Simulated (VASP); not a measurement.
Set up this calculation in VASP 6.6.1, as the native input.

```yaml
Task: single point
Functional: PBEsol
Potentials_or_basis: VASP PAW PBE potentials, release 64 (Te, Mo_sv)
Cutoff: 520 eV
k_mesh: 12 × 12 × 2
Occupations: gaussian, width 0.02 eV
Spin: no spin polarisation
Dipole_correction: no
Further_INCAR_settings: ALGO = Normal; EDIFF = 1e-07; NBANDS = 20
```

The structure of Te2Mo lies in POSCAR:

```
Te2Mo
1.0
    3.3863427868      0.0000000000      0.0000000000
   -1.6931713934      2.9326588793      0.0000000000
    0.0000000000      0.0000000000     17.8419274106
Te Mo
2 1
Direct
    0.3333333333      0.6666666667      0.8965543980
    0.3333333333      0.6666666667      0.1034456020
    0.0000000000      0.0000000000      0.0000000000
```

These files were run (other wordings do the same):

INCAR

```
PREC = Accurate
ENCUT = 520
EDIFF = 1E-7
ISMEAR = 0
SIGMA = 0.02
LREAL = F
LASPH = T
NELM = 100
ALGO = Normal
ISIF = 2
LWAVE = F
LCHARG = T
GGA = PS
LELF = T
LVHAR = T
NBANDS = 20
```

KPOINTS

```
regular mesh
0
Gamma
  12 12 2
```

Potentials or basis: VASP PAW PBE potentials, release 64 (Te, Mo_sv).

Run with:

```console
$ cat potpaw_PBE.64/Te/POTCAR potpaw_PBE.64/Mo_sv/POTCAR > POTCAR
$ mpirun -np 1 vasp_std > vasp.out
```

Results of the run:

| Quantity | Value |
| --- | --- |
| Largest force | 0.028 eV/Å |
| Band gap on the k mesh | 1.09 eV, indirect (least direct gap 1.49 eV) |

Caveat: the PAW data sets were made with another functional, which shifts forces and pressure a little; spin-orbit coupling is left out, which moves the levels of the heavy elements.

Run time: 4.1 min on 1 thread of Intel(R) Xeon(R) Platinum 8259CL CPU @ 2.50GHz (Skylake/Cascade Lake), on a shared host, peak memory 0.38 GiB.
